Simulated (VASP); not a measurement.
AlN:

```xyz
4
Lattice="2.8329 0.0000 0.0000 -1.4164 2.4533 0.0000 0.0000 0.0000 4.8410" Properties=species:S:1:pos:R:3 pbc="T T T"
Al    0.0000    0.0000    0.0000
Al    0.0000    0.0000    2.4205
N     0.0000    1.6355    1.2103
N     1.4164    0.8178    3.6308
```

Base run:

```yaml
Program: VASP 6.6.1
Functional: r2SCAN
Potentials_or_basis: VASP PAW PBE potentials, release 64 (Al, N)
Cutoff: 520 eV
k_mesh: 12 × 12 × 6
Occupations: gaussian, width 0.01 eV
Spin: no spin polarisation
```

Its results: band gap on the k mesh 5.69 eV (least direct gap 5.96 eV); pressure -0.8 GPa.

Question: The run is repeated on the same cell with these changes: k mesh from 12 × 12 × 6 to 9 × 9 × 4. What comes out?

Answer: Band gap on the k mesh 5.88 eV (least direct gap 5.96 eV); pressure -0.8 GPa.

Caveats: the PAW data sets were made with another functional, which shifts forces and pressure a little; an odd mesh through Γ misses points on the zone boundary, where band edges can lie (at least some runs).
